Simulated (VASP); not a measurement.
# CoO (Fm-3m) in VASP: further runs, part 3 of 3

VASP 6.6.1. The steps go on from the part before.

## 6. Single point, PBE, collinear spin, ferromagnetic start

This run uses another cell than the first one, of 10.07 Å³/atom, 1.106 times its volume.

File INCAR:

```
SYSTEM = CoO
PREC = Accurate ; ENCUT = 520
EDIFF = 1E-6 ; ISMEAR = -1
SIGMA = 0.05 ; LREAL = .False.
LASPH = .True. ; NELM = 150
ALGO = Normal ; ISIF = 2
LWAVE = .False. ; LCHARG = .False.
ISPIN = 2 ; MAGMOM = 2 0
LORBIT = 11 ; LMAXMIX = 4
GGA = PE ; NBANDS = 18
```

File KPOINTS:

```
regular mesh
0
Gamma
  11 11 11
  0 0 0
```

File POSCAR:

```
CoO
1.0
    0.0000000000      2.1595509511      2.1595509511
    2.1595509511      0.0000000000      2.1595509511
    2.1595509511      2.1595509511      0.0000000000
Co O
1 1
Direct
    0.0000000000      0.0000000000      0.0000000000
    0.5000000000      0.5000000000      0.5000000000
```

Potentials or basis: VASP PAW PBE potentials, release 64 (Co, O).

Command:

```sh
$ cat potpaw_PBE.64/Co/POTCAR potpaw_PBE.64/O/POTCAR > POTCAR
$ mpirun -np 1 vasp_std > vasp.out
```

OUTCAR:

```text
SYSTEM = CoO
   PREC = Accurate
   ENCUT = 520
   EDIFF = 1E-6
   ISMEAR = -1
   LREAL = .False.
   LASPH = .True.
   NELM = 150
   ISIF = 2
   ISPIN = 2
   LORBIT = 11
   GGA = PE

 ion  position               nearest neighbor table
   1  0.000  0.000  0.000-   2 2.16   2 2.16   2 2.16   2 2.16   2 2.16   2 2.16
   2  0.500  0.500  0.500-   1 2.16   1 2.16   1 2.16   1 2.16   1 2.16   1 2.16

  LATTYP: Found a face centered cubic cell.
 ALAT       =     4.3191019022

  Lattice vectors:

 A1 = (   0.0000000000,   2.1595509511,   2.1595509511)
 A2 = (   2.1595509511,   0.0000000000,   2.1595509511)
 A3 = (   2.1595509511,   2.1595509511,   0.0000000000)
[... 1220 lines left out ...]

 VOLUME and BASIS-vectors are now :
 -----------------------------------------------------------------------------
  energy-cutoff  :      520.00
  volume of cell :       20.14
      direct lattice vectors                 reciprocal lattice vectors
     0.000000000  2.159550951  2.159550951    -0.231529615  0.231529615  0.231529615
     2.159550951  0.000000000  2.159550951     0.231529615 -0.231529615  0.231529615
     2.159550951  2.159550951  0.000000000     0.231529615  0.231529615 -0.231529615

 POSITION                                       TOTAL-FORCE (eV/Angst)
 -----------------------------------------------------------------------------------
      0.00000      0.00000      0.00000        -0.000000      0.000000      0.000000
      2.15955      2.15955      2.15955         0.000000     -0.000000     -0.000000
 -----------------------------------------------------------------------------------
    total drift:                                0.000000     -0.000000     -0.000000

  FREE ENERGIE OF THE ION-ELECTRON SYSTEM (eV)
  ---------------------------------------------------
  free  energy   TOTEN  =       -13.0369651032 eV

  energy  without entropy=      -13.0019247172  energy(sigma->0) =      -13.01944491

 total charge

# of ion       s       p       d       tot
------------------------------------------
    1        0.283   0.330   7.113   7.726
    2        1.556   3.404   0.000   4.960
--------------------------------------------------
tot          1.839   3.734   7.113  12.686

 magnetization (x)

# of ion       s       p       d       tot
------------------------------------------
    1        0.020   0.017   2.565   2.602
    2        0.027   0.284   0.000   0.311
--------------------------------------------------
tot          0.047   0.301   2.565   2.913
```

OSZICAR:

```text
N       E                     dE             d eps       ncg     rms          rms(c)
DAV:   1     0.774286158388E+02    0.77429E+02   -0.64859E+03  4136   0.946E+02
DAV:   2    -0.106175435238E+02   -0.88046E+02   -0.75565E+02  4270   0.220E+02
DAV:   3    -0.154547690578E+02   -0.48372E+01   -0.47001E+01  4676   0.549E+01
DAV:   4    -0.155037085182E+02   -0.48939E-01   -0.48885E-01  4910   0.529E+00
DAV:   5    -0.155048444288E+02   -0.11359E-02   -0.11357E-02  4880   0.816E-01    0.164E+01
DAV:   6    -0.145514529461E+02    0.95339E+00   -0.18289E+01  5112   0.614E+01    0.216E+01
DAV:   7    -0.131976095247E+02    0.13538E+01   -0.91656E+00  5036   0.502E+01    0.813E+00
DAV:   8    -0.130596988378E+02    0.13791E+00   -0.46905E-01  5626   0.104E+01    0.389E+00
DAV:   9    -0.130728399228E+02   -0.13141E-01   -0.33835E-01  5822   0.952E+00    0.281E+00
DAV:  10    -0.130353179994E+02    0.37522E-01   -0.15758E-01  5942   0.748E+00    0.358E-01
DAV:  11    -0.130372146216E+02   -0.18966E-02   -0.94645E-03  4820   0.785E-01    0.299E-01
DAV:  12    -0.130369423404E+02    0.27228E-03   -0.88522E-04  6090   0.531E-01    0.495E-02
DAV:  13    -0.130370083905E+02   -0.66050E-04   -0.17164E-04  5618   0.186E-01    0.101E-01
DAV:  14    -0.130369680555E+02    0.40335E-04   -0.38925E-05  5874   0.943E-02    0.411E-02
DAV:  15    -0.130369642077E+02    0.38478E-05   -0.36489E-05  5716   0.989E-02    0.357E-03
DAV:  16    -0.130369651032E+02   -0.89554E-06   -0.42212E-06  4456   0.150E-02
   1 F= -.13036965E+02 E0= -.13019445E+02  d E =-.350404E-01  mag=     2.9673
```

stdout:

```text
POSCAR found type information on POSCAR CoO
 POSCAR found :  2 types and       2 ions
 scaLAPACK will be used
 LDA part: xc-table for (Slater+PW92), standard interpolation
 POSCAR, INCAR and KPOINTS ok, starting setup
 FFT: planning ... GRIDC
 FFT: planning ... GRID_SOFT
 FFT: planning ... GRID
 WAVECAR not read
 entering main loop
```

Wall time 16 s (1 thread of Intel Xeon 6975P-C (Granite Rapids), shared host); peak memory 0.17 GiB.

Results:

```yaml
Free_energy: -13.0370 eV
Pressure: -8.3 GPa
Band_gap_on_the_k_mesh: zero (filled and empty bands overlap)
Net_moment: 2.97 μB per cell
Site_moments: Co +2.60; O +0.31 μB
Valence_electrons_inside_the_program's_atomic_spheres: Co 7.73; O 4.96
```

Caveat: a cell with one magnetic atom can't hold antiferromagnetic order, which such compounds often take; semilocal functionals often make such compounds metallic where correlation or magnetic order opens a gap, which also shifts bond lengths. With open d or f shells a metallic result of PBE can be an artefact of self-interaction; +U or a hybrid may open a gap.

## 7. The runs side by side

```csv
cell,gap on the mesh (eV),pressure (GPa),moment (μB)
"a = 2.953 Å, angles 60.0°, 2 atoms",none,8.6,2.72
"a = 2.974 Å, angles 60.0°, 2 atoms",none,4.6,2.80
"a = 2.994 Å, angles 60.0°, 2 atoms",none,1.0,2.85
"a = 3.034 Å, angles 60.0°, 2 atoms",none,-5.5,2.94
"a = 3.054 Å, angles 60.0°, 2 atoms",none,-8.3,2.97
```

Alike in all rows: task single point; level PBE; potentials or basis VASP PAW PBE potentials, release 64 (Co, O); spin collinear, ferromagnetic start; k mesh 11 × 11 × 11; cutoff (eV) 520; smearing fermi-dirac 0.05 eV.

Caveats: a cell with one magnetic atom can't hold antiferromagnetic order, which such compounds often take; semilocal functionals often make such compounds metallic where correlation or magnetic order opens a gap, which also shifts bond lengths.

Absolute energies hang on the potentials; compare differences alone.
